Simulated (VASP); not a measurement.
## Ti: relaxation of cell and atoms with PBE

Ti:

```
CELL_PARAMETERS angstrom
-2.53497 2.53497 1.39423
2.53497 -2.53497 1.39423
2.53497 2.53497 -1.39423
ATOMIC_POSITIONS crystal
Ti 0.62500 0.87500 0.75000
Ti 0.37500 0.12500 0.25000
```

| Quantity | Value |
| --- | --- |
| Program | VASP 6.6.1 |
| Task | relaxation of cell and atoms |
| Functional | PBE |
| Potentials or basis | VASP PAW PBE potentials, release 64 (Ti_sv) |
| Cutoff | 600 eV |
| k mesh | 15 × 15 × 15 |
| Occupations | fermi-dirac, width 0.1 eV |
| Spin | no spin polarisation |
| Dipole correction | no |
| Further INCAR settings | ALGO = Normal; EDIFF = 1e-07; IBRION = 2; EDIFFG = -0.005; NSW = 60; ISIF = 3 |

| Property | Result |
| --- | --- |
| Relaxed volume | 17.45 Å³/atom |
| Relaxed cell | a = 3.798 Å, b = 3.798 Å, c = 3.798 Å, α = 97.82°, β = 97.82°, γ = 136.72° |
| Space group after relaxing (to 0.05 Å) | I4_1/amd (No. 141) |
| Energy gained by relaxing | 4.6 meV/atom |
| Ionic steps | 5 |
| Pressure after relaxing | 0.0 GPa |
| Band gap on the k mesh | zero (band 12 reaches 8.35 eV, above the bottom of band 13 at 7.53 eV) |

The path:
```csv
step,energy change (eV),largest force (eV/Å),pressure (GPa),volume (Å³)
1,0.0000,0.0000,-2.16,35.84
2,-0.0073,0.0000,0.93,34.60
3,-0.0079,0.0000,0.26,34.85
4,-0.0090,0.0000,0.10,34.88
5,-0.0092,0.0000,0.02,34.90
```

Final structure:
```
CELL_PARAMETERS angstrom
-2.49596 2.49596 1.40055
2.49596 -2.49596 1.40055
2.49596 2.49596 -1.40055
ATOMIC_POSITIONS crystal
Ti 0.62500 0.87500 0.75000
Ti 0.37500 0.12500 0.25000
```

Levels at points of the mesh, in eV from the Fermi level:
| k point | band 10 | band 11 | band 12 | band 13 | band 14 | band 15 |
| --- | --- | --- | --- | --- | --- | --- |
| (0.00, 0.00, 0.00) | -2.58 | -0.86 | -0.44 | 0.27 | 2.48 | 2.48 |

Wall time 4.5 min on 1 thread of Intel(R) Xeon(R) 6975P-C (Granite Rapids), on a shared host, peak memory 0.32 GiB.
